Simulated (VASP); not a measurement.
Write the native input for VASP 6.6.1 that does the following.

- Task: single point
- Functional: PBE
- Potentials or basis: VASP PAW PBE potentials, release 64 (Gd, O)
- Cutoff: 520 eV
- k mesh: 5 × 5 × 5
- Occupations: gaussian, width 0.1 eV
- Spin: collinear spin, ferromagnetic start
- Starting moments: [7.72, 0.0] μB
- Hubbard terms: Gd f U = 6.0 eV
- Dipole correction: no
- Further INCAR settings: ALGO = Normal; EDIFF = 1e-07; NBANDS = 23

The structure of GdO lies in POSCAR:

```
GdO
1.0
    3.8164450472      0.0000000000      0.0000000000
   -1.9082225236      3.3051383630      0.0000000000
    1.9082225236     -1.1017127877      3.1161143323
Gd O
1 1
Direct
    0.0000000000      0.0000000000      0.0000000000
    0.2500000000      0.7500000000      0.2500000000
```

One way to write it, as run:

INCAR

```
PREC = Accurate
ENCUT = 520
EDIFF = 1E-7
ISMEAR = 0
SIGMA = 0.1
LREAL = F
LASPH = T
NELM = 150
ALGO = Normal
ISIF = 2
LWAVE = F
LCHARG = T
ISPIN = 2
MAGMOM = 7.72 0
LORBIT = 11
LMAXMIX = 6
LDAU = T
LDAUTYPE = 2
LDAUL = 3 -1
LDAUU = 6 0
LDAUJ = 0 0
LDAUPRINT = 1
GGA = PE
LELF = T
LVHAR = T
NBANDS = 23
```

KPOINTS

```
regular mesh
0
Gamma
  5 5 5
```

Potentials or basis: VASP PAW PBE potentials, release 64 (Gd, O).

Command:

```console
$ cat potpaw_PBE.64/Gd/POTCAR potpaw_PBE.64/O/POTCAR > POTCAR
$ mpirun -np 1 vasp_std > vasp.out
```

It gave:

```yaml
Pressure: 0.0 GPa
Net_moment: 7.94 μB per cell
Site_moments: Gd +7.07; O +0.00 μB
Valence_electrons_inside_the_program's_atomic_spheres: Gd 15.16; O 5.00
```

Caveat: the k points lie up to 0.40 Å⁻¹ apart; a cell with one magnetic atom can't hold antiferromagnetic order, which such compounds often take.

Wall time 36 s on 1 thread of Intel Xeon 6975P-C, on a shared host, peak memory 0.18 GiB.
